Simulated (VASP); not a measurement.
# Fe (Fmmm) in VASP: a series of runs

Runs on Fe. Level: PBE. Tasks: single point.

All numbers are computed with VASP 6.6.1; they aren't measurements. Logs are shortened: lines on timing, memory, paths and dates and some standing lists are left out, and cuts for length are marked.

### Step 1. The cell of the first run

It takes space group Fmmm (No. 69, orthorhombic). Conventional cell: a = 2.907 Å, b = 3.767 Å, c = 3.930 Å, α = 90.00°, β = 90.00°, γ = 90.00°. Fe (site symmetry mmm) has 14 Fe at 2.38 to 2.91 Å within 3.1 Å.

### Step 2. Single point, PBE, collinear spin, ferromagnetic start (equal xx and yy strain of -3 %)

INCAR reads:

```
  ALGO = Normal
  EDIFF = 1E-6
  ENCUT = 600
  GGA = PE
  GGA_COMPAT = F
  ISIF = 2
  ISMEAR = -1
  ISPIN = 2
  LASPH = T
  LCHARG = F
  LMAXMIX = 4
  LORBIT = 11
  LREAL = F
  LWAVE = F
  MAGMOM = 3
  NBANDS = 14
  NELM = 200
  PREC = Accurate
  SIGMA = 0.05
```

KPOINTS reads:

```
k-points
0
Gamma
  16 16 16
```

POSCAR reads:

```
Fe
1.0
    0.0000000000      1.8834874999      1.9651051623
    1.4534865186      0.0000000000      1.9651051623
    1.4534865186      1.8834874999      0.0000000000
Fe
1
Direct
    0.0000000000      0.0000000000      0.0000000000
```

Potentials or basis: VASP PAW PBE potentials, release 64 (Fe).

On the command line:

```
> cat potpaw_PBE.64/Fe/POTCAR > POTCAR
> mpirun -np 1 vasp_std > vasp.out
```

OUTCAR:

```text
EDIFF = 1E-6
   ENCUT = 600
   GGA = PE
   ISIF = 2
   ISMEAR = -1
   ISPIN = 2
   LASPH = T
   LORBIT = 11
   LREAL = F
   NELM = 200
   PREC = Accurate

 ion  position               nearest neighbor table
   1  0.000  0.000  0.000-

  LATTYP: Found a face centered orthorhombic cell.
 ALAT       =     2.9069730372
 B/A-ratio  =     1.2958410524
 C/A-ratio  =     1.3519940757

  Lattice vectors:

 A1 = (   0.0000000000,   1.8834874999,   1.9651051623)
 A2 = (   1.4534865186,   0.0000000000,   1.9651051623)
 A3 = (   1.4534865186,   1.8834874999,   0.0000000000)

Analysis of symmetry for initial positions (statically):
=====================================================================
 Subroutine PRICEL returns:
 Original cell was already a primitive cell.

 Routine SETGRP: Setting up the symmetry group for a
 face centered orthorhombic supercell.

 Subroutine GETGRP returns: Found  8 space group operations
 (whereof  8 operations were pure point group operations)
 out of a pool of  8 trial point group operations.

The static configuration has the point symmetry D_2h.

Analysis of symmetry for dynamics (positions and initial velocities):
=====================================================================
 Subroutine PRICEL returns:
 Original cell was already a primitive cell.

 Routine SETGRP: Setting up the symmetry group for a
 face centered orthorhombic supercell.

 Subroutine GETGRP returns: Found  8 space group operations
 (whereof  8 operations were pure point group operations)
 out of a pool of  8 trial point group operations.

The dynamic configuration has the point symmetry D_2h.

Analysis of structural, dynamic, and magnetic symmetry:
=====================================================================
 Subroutine PRICEL returns:
 Original cell was already a primitive cell.

 Routine SETGRP: Setting up the symmetry group for a
 face centered orthorhombic supercell.

 Subroutine GETGRP returns: Found  8 space group operations
 (whereof  8 operations were pure point group operations)
 out of a pool of  8 trial point group operations.

The overall configuration has the point symmetry D_2h.

 Subroutine INISYM returns: Found  8 space group operations
 (whereof  8 operations are pure point group operations),
 and found     1 'primitive' translations

----------------------------------------------------------------------------------------

                                     Primitive cell

  volume of cell :      10.7594

  direct lattice vectors                    reciprocal lattice vectors
     0.000000000  1.883487500  1.965105162    -0.344000439  0.265464995  0.254439309
     1.453486519  0.000000000  1.965105162     0.344000439 -0.265464995  0.254439309
     1.453486519  1.883487500  0.000000000     0.344000439  0.265464995 -0.254439309
[... 126 lines left out ...]
  free energy    TOTEN  =        -8.20396541 eV

  energy without entropy =       -8.19525660  energy(sigma->0) =       -8.19961101

 E-fermi :   6.4436     XC(G=0): -13.4278

 val. band max:        6.4435784877   @ k =   0.1250   0.3750   0.0625
 cond. band min:       6.4444436801   @ k =   0.5000   0.0625  -0.0000
 fundamental gap:      0.0008651924
 Fermi energy:         6.4435954350

 spin component 1

 k-point     1 :       0.0000    0.0000    0.0000
  band No.  band energies     occupation
      1      -2.3593      1.00000
      2       3.7347      1.00000
      3       4.0863      1.00000
      4       4.2400      1.00000
      5       5.1273      1.00000
      6       5.4926      1.00000
      7      31.0318      0.00000
      8      31.8600      0.00000
      9      32.9279      0.00000
     10      37.0365      0.00000
     11      37.6021      0.00000
     12      39.1075      0.00000
     13      39.1401      0.00000
     14      39.5137      0.00000
[... 379 lines left out ...]
      3       4.0153      1.00000
      4       4.3981      1.00000
      5       5.0143      1.00000
      6       5.4418      1.00000
      7      29.0859      0.00000
      8      30.9942      0.00000
      9      31.9438      0.00000
     10      36.2066      0.00000
     11      37.0208      0.00000
     12      37.8341      0.00000
     13      38.5046      0.00000
     14      40.3746      0.00000

 [... further k-points ...]

 spin component 2

 k-point     1 :       0.0000    0.0000    0.0000
  band No.  band energies     occupation
      1      -2.1732      1.00000
      2       5.3895      1.00000
      3       5.9405      0.99996
      4       6.1405      0.99768
      5       7.7086      0.00000
      6       8.2612      0.00000
      7      30.7984      0.00000
      8      31.6467      0.00000
      9      32.8107      0.00000
     10      37.3998      0.00000
     11      37.7443      0.00000
     12      39.7822      0.00000
     13      40.1198      0.00000
     14      40.1911      0.00000
[... 379 lines left out ...]
      3       5.8527      0.99999
      4       6.2892      0.95638
      5       7.5529      0.00000
      6       8.2029      0.00000
      7      29.1926      0.00000
      8      31.1478      0.00000
      9      31.7725      0.00000
     10      36.5835      0.00000
     11      37.6155      0.00000
     12      38.4325      0.00000
     13      38.8824      0.00000
     14      41.1360      0.00000

 [... further k-points ...]

------------------------ aborting loop because EDIFF is reached ----------------------------------------

  FORCE on cell =-STRESS in cart. coord.  units (eV):
  Direction    XX          YY          ZZ          XY          YZ          ZX
  --------------------------------------------------------------------------------------
  -------------------------------------------------------------------------------------
  Total        0.4374425      1.3056331      0.6931057      0.0000000      0.0000000      0.0000000
  in kB       65.1391385    194.4205651    103.2096916      0.0000000      0.0000000      0.0000000
  external PRESSURE =     120.9231317 kB  Pullay stress =       0.0000000 kB

 VOLUME and BASIS-vectors are now :
 -----------------------------------------------------------------------------
  energy-cutoff  :      600.00
  volume of cell :       10.76
      direct lattice vectors                 reciprocal lattice vectors
     0.000000000  1.883487500  1.965105162    -0.344000439  0.265464995  0.254439309
     1.453486519  0.000000000  1.965105162     0.344000439 -0.265464995  0.254439309
     1.453486519  1.883487500  0.000000000     0.344000439  0.265464995 -0.254439309

 POSITION                                       TOTAL-FORCE (eV/Angst)
 -----------------------------------------------------------------------------------
      0.00000      0.00000      0.00000        -0.000000      0.000000      0.000000
 -----------------------------------------------------------------------------------
    total drift:                               -0.000000     -0.000000      0.000000

  FREE ENERGIE OF THE ION-ELECTRON SYSTEM (eV)
  ---------------------------------------------------
  free  energy   TOTEN  =        -8.2039654098 eV

  energy  without entropy=       -8.1952566026  energy(sigma->0) =       -8.19961101

 total charge

# of ion       s       p       d       tot
------------------------------------------
    1        0.512   0.592   6.286   7.390

 magnetization (x)

# of ion       s       p       d       tot
------------------------------------------
    1       -0.012  -0.053   2.148   2.082
```

stdout:

```text
POSCAR found type information on POSCAR Fe
 POSCAR found :  1 types and       1 ions
 scaLAPACK will be used
 LDA part: xc-table for (Slater+PW92), standard interpolation
 POSCAR, INCAR and KPOINTS ok, starting setup
 FFT: planning ... GRIDC
 FFT: planning ... GRID_SOFT
 FFT: planning ... GRID
 WAVECAR not read
 entering main loop
```

Run time: 5.1 min. Hardware: 1 thread of Oxide Virtual Turin-like, shared host; peak memory 0.24 GiB.

Results:

* Free energy: -8.2040 eV
* Pressure: 12.1 GPa
* Net moment: 2.10 μB per cell
* Site moments: Fe +2.08 μB
* Valence electrons inside the program's atomic spheres: Fe 7.39

Caveat: the cell differs from its parent crystal (equal xx and yy strain of -3 %); the stress differs along the axes, from 7 to 19 GPa.

### Step 3. Single point, PBE, collinear spin, ferromagnetic start (equal xx and yy strain of -1 %)

INCAR reads:

```
SYSTEM = Fe
  PREC = Accurate
  ENCUT = 600
  EDIFF = 1E-6
  ISMEAR = -1
  SIGMA = 0.05
  LREAL = .FALSE.
  LASPH = .TRUE.
  NELM = 200
  ALGO = Normal
  ISIF = 2
  LWAVE = .FALSE.
  LCHARG = .FALSE.
  ISPIN = 2
  MAGMOM = 3
  LORBIT = 11
  LMAXMIX = 4
  GGA = PE
  NBANDS = 14
  GGA_COMPAT = .FALSE.
```

KPOINTS reads:

```
Automatic mesh
0
G
  16 16 16
  0 0 0
```

POSCAR reads:

```
Fe
1.0
    0.0000000000      1.9223222937      1.9651051623
    1.4834553128      0.0000000000      1.9651051623
    1.4834553128      1.9223222937      0.0000000000
Fe
1
Direct
    0.0000000000      0.0000000000      0.0000000000
```

Potentials or basis: VASP PAW PBE potentials, release 64 (Fe).

On the command line:

```
> cat potpaw_PBE.64/Fe/POTCAR > POTCAR
> mpirun -np 1 vasp_std > vasp.out
```

Wall time 6.2 min (1 thread of Oxide Virtual Turin-like, shared host); peak memory 0.25 GiB.

It converged, with:

| Property | Result |
| --- | --- |
| Free energy | -8.2253 eV |
| Pressure | 3.3 GPa |
| Net moment | 2.19 μB per cell |
| Site moments | Fe +2.18 μB |
| Valence electrons inside the program's atomic spheres | Fe 7.30 |

Stress tensor (GPa, compression positive):
```
-2.18  0.00  0.00
 0.00  7.85  0.00
 0.00  0.00  4.30
```

Levels at points of the mesh, in eV from the Fermi level:
Spin up:
| k point | band 2 | band 3 | band 4 | band 5 | band 6 | band 7 | band 8 | band 9 |
| --- | --- | --- | --- | --- | --- | --- | --- | --- |
| (0.00, 0.00, 0.00) | -2.54 | -2.36 | -2.09 | -1.33 | -0.96 | 24.10 | 25.38 | 25.88 |
| (0.50, 0.00, 0.00) | -3.27 | -1.38 | -0.80 | 0.30 | 0.33 | 7.22 | 18.98 | 21.36 |
| (0.50, 0.50, 0.00) | -3.80 | -0.76 | -0.68 | 0.38 | 0.73 | 7.76 | 17.64 | 19.08 |
| (0.50, 0.00, 0.50) | -3.76 | -0.81 | -0.78 | 0.52 | 1.15 | 8.26 | 17.21 | 18.65 |
| (0.00, 0.50, 0.50) | -4.85 | -0.01 | 0.07 | 0.28 | 8.11 | 11.02 | 11.03 | 14.73 |
Spin down:
| k point | band 1 | band 2 | band 3 | band 4 | band 5 | band 6 | band 7 | band 8 |
| --- | --- | --- | --- | --- | --- | --- | --- | --- |
| (0.00, 0.00, 0.00) | -8.36 | -0.74 | -0.46 | -0.05 | 1.30 | 1.89 | 23.83 | 25.17 |
| (0.50, 0.00, 0.00) | -3.75 | -1.51 | 0.41 | 1.17 | 1.93 | 2.56 | 8.59 | 19.00 |
| (0.50, 0.50, 0.00) | -3.74 | -2.23 | 0.87 | 1.93 | 2.09 | 2.60 | 9.14 | 17.81 |
| (0.50, 0.00, 0.50) | -3.69 | -2.11 | 1.29 | 1.82 | 1.97 | 2.64 | 9.62 | 17.36 |
| (0.00, 0.50, 0.50) | -3.23 | -3.04 | 2.25 | 2.27 | 2.37 | 8.37 | 11.31 | 11.33 |

Caveat: the cell differs from its parent crystal (equal xx and yy strain of -1 %); the stress differs along the axes, from -2 to 8 GPa.
